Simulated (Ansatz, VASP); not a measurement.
**Two plane-wave programs on ZnO**

File INCAR:

```
  PREC = Accurate
  ENCUT = 520
  EDIFF = 1E-6
  ISMEAR = 0
  SIGMA = 0.05
  LREAL = F
  LASPH = T
  NELM = 60
  ALGO = Normal
  ISIF = 2
  LWAVE = F
  LCHARG = F
  GGA = PS
  NBANDS = 26
```

File KPOINTS:

```
regular mesh
0
Gamma
  9 9 4
```

Contents of POSCAR:

```
ZnO
1.0
    3.1893281439      0.0000000000      0.0000000000
   -1.5946640719      2.7620391936      0.0000000000
    0.0000000000      0.0000000000      7.3443545905
Zn O
2 2
Direct
    0.0000000000      0.0000000000      0.7500000000
    0.0000000000      0.0000000000      0.2500000000
    0.3333333333      0.6666666667      0.2500000000
    0.6666666667      0.3333333333      0.7500000000
```

Input for Ansatz:

```yaml
crystal:
  lattice:
    - [3.1893281439, 0.0, 0.0]
    - [-1.5946640719, 2.7620391936, 0.0]
    - [0.0, 0.0, 7.3443545905]
  atoms:
    - { symbol: Zn, position: [0.0, 0.0, 0.75] }
    - { symbol: Zn, position: [0.0, 0.0, 0.25] }
    - { symbol: O, position: [0.3333333333, 0.6666666667, 0.25] }
    - { symbol: O, position: [0.6666666667, 0.3333333333, 0.75] }
basis:
  ecutwfc: 420
kpoints:
  mp_grid: { grid: [9, 9, 4] }
hamiltonian:
  xc: pbesol
scf:
  occupations: { method: gaussian, width: 0.05 }
output:
  forces: true
  stress: true
  eigenvalues: true
```

Change from the starting cell: strain -0.030 along x and y, +0.030 along z, atoms carried along.

Alike in both runs: task single point; functional PBEsol; k mesh 9 × 9 × 4; occupations gaussian, width 0.05 eV; no spin polarisation.

```csv
,VASP,Ansatz
version,VASP 6.6.1,Ansatz 0.2.0
potentials or method,"VASP PAW PBE potentials, release 64 (Zn, O), cutoff 520 eV","scalar-relativistic, plane waves, PAW"
valence electrons in the cell,36,36
```

```tsv
	VASP	Ansatz	Ansatz less VASP
gap on the k mesh at the Fermi level (eV)	0.80	0.79	-0.006
least direct gap on the mesh (eV)	0.80	0.79	-0.006
pressure (GPa)	5.2	4.3	-0.91
traceless stress, the component that is largest in VASP (GPa)	-6.00	-5.03	+0.969
```

VASP's potentials were made for PBE, not for PBEsol.
